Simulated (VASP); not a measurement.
# Al (Fm-3m) in VASP: further runs

Runs on Al. Level: r2SCAN. Tasks: single point, relaxation of cell and atoms.

Everything below comes from runs of VASP 6.6.1. Logs are shortened: lines on timing, memory, paths and dates and some standing lists are left out, and cuts for length are marked.

### Step 1. The cell of the first run

Symmetry: Fm-3m, No. 225, cubic system. Conventional cell: a = 4.048 Å, b = 4.048 Å, c = 4.048 Å, α = 90.00°, β = 90.00°, γ = 90.00°. Al (site symmetry m-3m) has 12 Al at 2.86 Å within 3.8 Å.

### Step 2. Single point, r2SCAN

Contents of POSCAR:

```
Al
1.0
    0.0000000000     -2.0239800000     -2.0239800000
    2.0239800000      0.0000000000     -2.0239800000
    2.0239800000     -2.0239800000      0.0000000000
Al
1
Direct
    0.0000000000      0.0000000000      0.0000000000
```

Contents of INCAR.step1:

```
SYSTEM = Al
ALGO = Normal
EDIFF = 1E-4
ENCUT = 520
GGA = PE
ISMEAR = 0
LASPH = .TRUE.
LCHARG = .FALSE.
LREAL = .FALSE.
LWAVE = .TRUE.
NBANDS = 8
NELM = 80
PREC = Accurate
SIGMA = 0.1
```

Contents of INCAR.step2:

```
SYSTEM = Al
ALGO = Normal
EDIFF = 1E-6
ENCUT = 520
ISIF = 2
ISMEAR = 0
ISTART = 1
LASPH = .TRUE.
LCHARG = .FALSE.
LMIXTAU = .TRUE.
LREAL = .FALSE.
LWAVE = .FALSE.
METAGGA = R2SCAN
NBANDS = 8
NELM = 80
PREC = Accurate
SIGMA = 0.1
```

Contents of KPOINTS:

```
k-points
0
G
  8 8 8
  0 0 0
```

Potentials or basis: VASP PAW PBE potentials, release 64 (Al).

Run with:

```bash
> cat potpaw_PBE.64/Al/POTCAR > POTCAR
> cp INCAR.step1 INCAR
> mpirun -np 1 vasp_std > vasp.out
> cp INCAR.step2 INCAR
> mpirun -np 1 vasp_std > vasp.out
```

OUTCAR:

```text
SYSTEM = Al
   EDIFF = 1E-6
   ENCUT = 520
   ISIF = 2
   ISMEAR = 0
   ISTART = 1
   LASPH = .TRUE.
   LREAL = .FALSE.
   METAGGA = R2SCAN
   NELM = 80
   PREC = Accurate

 ion  position               nearest neighbor table
   1  0.000  0.000  0.000-

  LATTYP: Found a face centered cubic cell.
 ALAT       =     4.0479600000

  Lattice vectors:

 A1 = (   0.0000000000,  -2.0239800000,  -2.0239800000)
 A2 = (   2.0239800000,   0.0000000000,  -2.0239800000)
 A3 = (   2.0239800000,  -2.0239800000,   0.0000000000)

Analysis of symmetry for initial positions (statically):
=====================================================================
 Subroutine PRICEL returns:
 Original cell was already a primitive cell.

 Routine SETGRP: Setting up the symmetry group for a
 face centered cubic supercell.

 Subroutine GETGRP returns: Found 48 space group operations
 (whereof 48 operations were pure point group operations)
 out of a pool of 48 trial point group operations.

The static configuration has the point symmetry O_h .

Analysis of symmetry for dynamics (positions and initial velocities):
=====================================================================
 Subroutine PRICEL returns:
 Original cell was already a primitive cell.

 Routine SETGRP: Setting up the symmetry group for a
 face centered cubic supercell.

 Subroutine GETGRP returns: Found 48 space group operations
 (whereof 48 operations were pure point group operations)
 out of a pool of 48 trial point group operations.

The dynamic configuration has the point symmetry O_h .

 Subroutine INISYM returns: Found 48 space group operations
 (whereof 48 operations are pure point group operations),
 and found     1 'primitive' translations

----------------------------------------------------------------------------------------

                                     Primitive cell

  volume of cell :      16.5824

  direct lattice vectors                    reciprocal lattice vectors
     0.000000000 -2.023980000 -2.023980000    -0.247038014 -0.247038014 -0.247038014
     2.023980000  0.000000000 -2.023980000     0.247038014  0.247038014 -0.247038014
     2.023980000 -2.023980000  0.000000000     0.247038014 -0.247038014  0.247038014

  length of vectors
     2.862339966  2.862339966  2.862339966     0.427882392  0.427882392  0.427882392

  position of ions in fractional coordinates (direct lattice)
[... 73 lines left out ...]
   LSORBIT =      F    spin-orbit coupling
   LASPH  =      T    aspherical Exc in radial PAW
   ENCUT  =  520.0 eV  38.22 Ry    6.18 a.u.   5.32  5.32  5.32*2*pi/ulx,y,z
   NELM   =     80;   NELMIN=  2; NELMDL=  0     # of ELM steps
   EDIFF  = 0.1E-05   stopping-criterion for ELM
   LREAL  =      F    real-space projection
   EDIFFG = 0.1E-04   stopping-criterion for IOM
   NSW    =      0    number of steps for IOM
   IBRION =     -1    ionic relax: 0-MD 1-quasi-New 2-CG
   NFREE  =      0    steps in history (QN), initial steepest desc. (CG)
   ISIF   =      2    stress and relaxation
   ISYM   =      2    0-nonsym 1-usesym 2-fastsym
   POTIM  = 0.5000    time-step for ionic-motion
   TEBEG  =    0.0;   TEEND  =   0.0 temperature during run
   PSTRESS=    0.0 pullay stress
   NELECT =       3.0000    total number of electrons
   NUPDOWN=      -1.0000    fix difference up-down
   EMIN   =  10.00;   EMAX   =-10.00  energy-range for DOS
   EFERMI =   0.00;   METHOD = LEGACY
   ISMEAR =     0;   SIGMA  =   0.10  broadening in eV -4-tet -1-fermi 0-gaus
   EFERMI_NEDOS =   21; number of points for ismear=-14 and -15
   IALGO  =     38    algorithm
   IMIX   =      4    mixing-type and parameters
     AMIX     =   0.40;   BMIX     =  1.00
     AMIX_MAG =   1.60;   BMIX_MAG =  1.00
  volume/ion in A,a.u.               =      16.58       111.90
  Fermi-wavevector in a.u.,A,eV,Ry     =   0.925903  1.749704 11.664236  0.857297
  Thomas-Fermi vector in A             =   2.051808
   LORBIT       =      0    0 simple, 1 ext, 2 COOP (PROOUT), +10 PAW based schemes
   METAGGA = R2SCAN    functional components
   LHFCALC =     F    Hartree Fock is set to
   AEXX    =    0.0000 exact exchange contribution
   IVDW    =     0    specifies the selected vdW correction
   LEPSILON=     F    determine dielectric tensor
   LRPA    =     F    only Hartree local field effects (RPA)
 non-spin polarized calculation
 Gauss-broadening in eV      SIGMA  =   0.10
  energy-cutoff  :      520.00
  volume of cell :       16.58
 maximum number of plane-waves:       459
 NGX is ok and might be reduce to    24
   NGX = 11   NGY = 11   NGZ = 11

 number of electron       3.0000000 magnetization

 Free energy of the ion-electron system (eV)
  ---------------------------------------------------
  ext. energy  EPLUGINS =         0.00000000
  ---------------------------------------------------
  free energy    TOTEN  =        -6.72324543 eV

  energy without entropy =       -6.72047885  energy(sigma->0) =       -6.72186214

 E-fermi :   8.0089     XC(G=0): -10.8863

 val. band max:        7.6866372152   @ k =  -0.3750   0.3750   0.0000
 cond. band min:       8.0147927483   @ k =  -0.2500   0.5000   0.2500
 fundamental gap:      0.3281555331
 Fermi energy:         8.0089323811

 k-point     1 :       0.0000    0.0000    0.0000
  band No.  band energies     occupation
      1      -3.8369      2.00000
      2      21.2593      0.00000
      3      21.2593      0.00000
      4      21.2593      0.00000
      5      23.1154      0.00000
      6      23.1155      0.00000
      7      23.1155      0.00000
      8      25.2936      0.00000
[... 243 lines left out ...]
 k-point    24 :      -0.3750    0.2500    0.1250
  band No.  band energies     occupation
      1       4.1061      2.00000
      2       4.5788      2.00000
      3      13.1706      0.00000
      4      13.8959      0.00000
      5      22.1395      0.00000
      6      22.5195      0.00000
      7      29.5748      0.00000
      8      29.8357      0.00000

 [... further k-points ...]
[... 5 lines left out ...]
  --------------------------------------------------------------------------------------
  -------------------------------------------------------------------------------------
  Total       -0.3562421     -0.3562421     -0.3562421      0.0000000     -0.0000000     -0.0000000
  in kB      -34.4197078    -34.4197078    -34.4197078      0.0000000     -0.0000000     -0.0000000
  external PRESSURE =     -34.4197078 kB  Pullay stress =       0.0000000 kB

 VOLUME and BASIS-vectors are now :
 -----------------------------------------------------------------------------
  energy-cutoff  :      520.00
  volume of cell :       16.58
      direct lattice vectors                 reciprocal lattice vectors
     0.000000000 -2.023980000 -2.023980000    -0.247038014 -0.247038014 -0.247038014
     2.023980000  0.000000000 -2.023980000     0.247038014  0.247038014 -0.247038014
     2.023980000 -2.023980000  0.000000000     0.247038014 -0.247038014  0.247038014

 POSITION                                       TOTAL-FORCE (eV/Angst)
 -----------------------------------------------------------------------------------
      0.00000      0.00000      0.00000        -0.000000      0.000000      0.000000
 -----------------------------------------------------------------------------------
    total drift:                                0.000000     -0.000000      0.000000

  FREE ENERGIE OF THE ION-ELECTRON SYSTEM (eV)
  ---------------------------------------------------
  free  energy   TOTEN  =        -6.7232454272 eV

  energy  without entropy=       -6.7204788456  energy(sigma->0) =       -6.72186214
```

It took 10 s on 1 thread of Intel Xeon 6975P-C, shared host; peak memory 0.13 GiB.

Results:

```
Free energy : -6.7232 eV
Pressure    : -3.4 GPa
```

Caveat: the PAW data sets were made with another functional, which shifts forces and pressure a little.

### Step 3. Single point, r2SCAN

This run uses another cell than the first one, of 15.90 Å³/atom, 0.959 times its volume.

Contents of POSCAR:

```
Al
1.0
    0.0000000000     -1.9960023123     -1.9960023123
    1.9960023123      0.0000000000     -1.9960023123
    1.9960023123     -1.9960023123      0.0000000000
Al
1
Direct
    0.0000000000      0.0000000000      0.0000000000
```

Contents of INCAR.step1:

```
PREC = Accurate
ENCUT = 520
ISMEAR = 0
SIGMA = 0.1
LREAL = F
LASPH = T
NELM = 80
NBANDS = 8
GGA = PE
ALGO = Normal
EDIFF = 1E-4
LWAVE = T
LCHARG = F
```

Contents of INCAR.step2:

```
PREC = Accurate
ENCUT = 520
EDIFF = 1E-6
ISMEAR = 0
SIGMA = 0.1
LREAL = F
LASPH = T
NELM = 80
ALGO = Normal
ISIF = 2
LWAVE = F
LCHARG = F
METAGGA = R2SCAN
LMIXTAU = T
NBANDS = 8
ISTART = 1
```

Contents of KPOINTS:

```
regular mesh
0
Gamma
  18 18 18
```

Potentials or basis: VASP PAW PBE potentials, release 64 (Al).

Run with:

```bash
> cat potpaw_PBE.64/Al/POTCAR > POTCAR
> cp INCAR.step1 INCAR
> mpirun -np 1 vasp_std > vasp.out
> cp INCAR.step2 INCAR
> mpirun -np 1 vasp_std > vasp.out
```

It took 46 s on 1 thread of Intel Xeon 6975P-C, shared host; peak memory 0.15 GiB.

It converged, with:

| Quantity | Value |
| --- | --- |
| Free energy | -6.7370 eV |
| Pressure | -0.3 GPa |

Levels at points of the mesh, in eV from the Fermi level:
```tsv
k point	band 1	band 2	band 3	band 4	band 5	band 6
(0.00, 0.00, 0.00)	-12.10	13.53	13.53	13.53	15.73	15.73
(0.50, 0.00, 0.00)	-5.15	-4.59	12.25	12.25	12.73	12.73
(0.50, 0.50, 0.00)	-3.25	-1.67	5.47	6.18	6.18	10.29
```

Caveat: the PAW data sets were made with another functional, which shifts forces and pressure a little.

### Step 4. Relaxation of cell and atoms, r2SCAN

Contents of POSCAR:

```
Al
1.0
    0.0000000000     -2.0239800000     -2.0239800000
    2.0239800000      0.0000000000     -2.0239800000
    2.0239800000     -2.0239800000      0.0000000000
Al
1
Direct
    0.0000000000      0.0000000000      0.0000000000
```

Contents of INCAR.step1:

```
PREC = Accurate ; ENCUT = 600
ISMEAR = 0 ; SIGMA = 0.1
LREAL = False ; LASPH = True
NELM = 80 ; GGA = PE
ALGO = Normal ; EDIFF = 1E-4
LWAVE = True ; LCHARG = False
```

Contents of INCAR.step2:

```
PREC = Accurate ; ENCUT = 600
EDIFF = 1E-6 ; ISMEAR = 0
SIGMA = 0.1 ; LREAL = False
LASPH = True ; NELM = 80
ALGO = Normal ; ISIF = 3
LWAVE = False ; LCHARG = False
METAGGA = R2SCAN ; LMIXTAU = True
IBRION = 2 ; NSW = 100
EDIFFG = -0.005 ; ISTART = 1
```

KPOINTS is that of step 3.

Run with:

```bash
> cat potpaw_PBE.64/Al/POTCAR > POTCAR
> cp INCAR.step1 INCAR
> mpirun -np 1 vasp_std > vasp.out
> cp INCAR.step2 INCAR
> mpirun -np 1 vasp_std > vasp.out
```

Wall time 73 s (1 thread of Intel Xeon 6975P-C, shared host); peak memory 0.16 GiB.

The run converged. Its results:

- Free energy: -6.7370 eV
- Relaxed volume: 15.84 Å³/atom
- Relaxed cell: a = 2.819 Å, b = 2.819 Å, c = 2.819 Å, α = 60.00°, β = 60.00°, γ = 60.00°
- Space group after relaxing (to 0.05 Å): Fm-3m (No. 225)
- Energy gained by relaxing: 9.2 meV/atom
- Ionic steps: 3
- Pressure after relaxing: 0.0 GPa

The path:
```csv
step,energy change (eV),largest force (eV/Å),pressure (GPa),volume (Å³)
1,0.0000,0.0000,-3.78,16.58
2,-0.0086,0.0000,1.13,15.66
3,-0.0092,0.0000,0.03,15.84
```

Final structure:
```
Al
1.0
     0.00000   -1.99338   -1.99338
     1.99338    0.00000   -1.99338
     1.99338   -1.99338    0.00000
Al
1
Direct
  0.00000 0.00000 0.00000
```

Levels at points of the mesh, in eV from the Fermi level:
| k point | band 1 | band 2 | band 3 | band 4 |
| --- | --- | --- | --- | --- |
| (0.00, 0.00, 0.00) | -12.13 | 13.55 | 13.55 | 13.55 |
| (0.50, 0.00, 0.00) | -5.17 | -4.59 | 12.27 | 12.27 |
| (0.50, 0.50, 0.00) | -3.26 | -1.67 | 5.47 | 6.20 |

Caveat: the PAW data sets were made with another functional, which shifts forces and pressure a little.

### Step 5. Summary

| task | cell | k mesh | cutoff (eV) | gap on the mesh (eV) | pressure (GPa) |
| --- | --- | --- | --- | --- | --- |
| single point | a = 2.862 Å, angles 60.0°, 1 atom | 8 × 8 × 8 | 520 | none | -3.4 |
| single point | a = 2.823 Å, angles 60.0°, 1 atom | 18 × 18 × 18 | 520 | none | -0.3 |
| relaxation of cell and atoms | relaxed from a = 2.862 Å, angles 60.0°, 1 atom | 18 × 18 × 18 | 600 | none | 0.0 |

Alike in all rows: level r2SCAN; potentials or basis VASP PAW PBE potentials, release 64 (Al); no spin polarisation; smearing gaussian 0.1 eV.

Caveats: the PAW data sets were made with another functional, which shifts forces and pressure a little.

Total energies depend on the potentials used, so only differences within one code and one set of settings carry meaning.
